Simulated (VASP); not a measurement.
Write the native input for VASP 6.6.1 that does the following.

| Item | Value |
| --- | --- |
| Task | electric field gradients |
| Functional | PBEsol |
| Potentials or basis | VASP PAW PBE potentials, release 64 (Pb_d) |
| Cutoff | 400 eV |
| k mesh | 14 × 14 × 8 |
| Occupations | fermi-dirac, width 0.08 eV |
| Spin | no spin polarisation |
| Dipole correction | no |
| Further INCAR settings | ALGO = Normal; EDIFF = 1e-08; NBANDS = 21 |

The structure of Pb lies in POSCAR:

```
Pb
1.0
    3.4800006906      0.0000000000      0.0000000000
   -1.7400003453      3.0137690032      0.0000000000
    0.0000000000      0.0000000000      5.6459000000
Pb
2
Direct
    0.3333333333      0.6666666667      0.2500000000
    0.6666666667      0.3333333333      0.7500000000
```

This cell differs from its parent crystal: zz strain of +1 %.

One way to write it, as run:

INCAR

```
SYSTEM = Pb
PREC     = Accurate       ! precision mode
ENCUT    = 400            ! plane-wave cutoff, eV
EDIFF    = 1E-8           ! SCF threshold, eV
ISMEAR   = -1             ! smearing method
SIGMA    = 0.08           ! smearing width, eV
LREAL    = .False.        ! projectors in reciprocal space
LASPH    = .True.         ! aspherical terms in the spheres
NELM     = 120            ! most SCF steps
ALGO     = Normal         ! electronic algorithm
ISIF     = 2              ! what is computed and relaxed
LWAVE    = .False.        ! write WAVECAR
LCHARG   = .False.        ! write CHGCAR
GGA      = PS             ! functional
LEFG     = .True.       
NBANDS   = 21             ! bands
GGA_COMPAT= .False.
```

KPOINTS

```
regular mesh
0
Gamma
  14 14 8
  0 0 0
```

Potentials or basis: VASP PAW PBE potentials, release 64 (Pb_d).

Run with:

```bash
$ cat potpaw_PBE.64/Pb_d/POTCAR > POTCAR
$ mpirun -np 1 vasp_std > vasp.out
```

It gave:

```yaml
Pressure: 0.4 GPa
Band_gap_on_the_k_mesh: zero (band 14 reaches 13.05 eV, above the bottom of band 15 at 5.60 eV)
```

Caveat: the cell differs from its parent crystal (zz strain of +1 %); without QUAD_EFG the Cq values of the log hold for a quadrupole moment of 1 mb, not for the nuclei; the PAW data sets were made with another functional, which shifts forces and pressure a little; spin-orbit coupling is left out, which moves the levels of the heavy elements.

Wall time 92 s on 1 thread of AMD EPYC 7R13 Processor (Zen 3), on a shared host, peak memory 0.18 GiB.
